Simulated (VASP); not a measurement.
Write the native input for VASP 6.6.1 that does the following.

| Property | Result |
| --- | --- |
| Task | single point |
| Functional | PBEsol |
| Potentials or basis | VASP PAW PBE potentials, release 64 (Sc_sv) |
| Cutoff | 520 eV |
| k mesh | 9 × 9 × 5 |
| Occupations | fermi-dirac, width 0.05 eV |
| Spin | no spin polarisation |
| Dipole correction | no |
| Further INCAR settings | ALGO = Normal; EDIFF = 1e-06; NBANDS = 18 |

The structure of Sc lies in POSCAR:

```
Sc
1.0
    3.3525444672      0.0000000000      0.0000000000
   -1.6762722336      2.9033886759      0.0000000000
    0.0000000000      0.0000000000      5.3426934842
Sc
2
Direct
    0.6666666667      0.3333333333      0.7500000000
    0.3333333333      0.6666666667      0.2500000000
```

These files were run (other wordings do the same):

INCAR

```
  PREC = Accurate
  ENCUT = 520
  EDIFF = 1E-6
  ISMEAR = -1
  SIGMA = 0.05
  LREAL = F
  LASPH = T
  NELM = 60
  ALGO = Normal
  ISIF = 2
  LWAVE = F
  LCHARG = F
  GGA = PS
  NBANDS = 18
```

KPOINTS

```
regular mesh
0
Gamma
  9 9 5
```

Potentials or basis: VASP PAW PBE potentials, release 64 (Sc_sv).

Run with:

```console
$ cat potpaw_PBE.64/Sc_sv/POTCAR > POTCAR
$ mpirun -np 1 vasp_std > vasp.out
```

Results of the run:

* Pressure: -4.6 GPa
* Band gap on the k mesh: zero (band 11 reaches 3.92 eV, above the bottom of band 12 at 2.88 eV)

Caveat: the PAW data sets were made with another functional, which shifts forces and pressure a little.

It took 14 s on 1 thread of Intel(R) Xeon(R) 6975P-C (Granite Rapids) (shared host), peak memory 0.19 GiB.
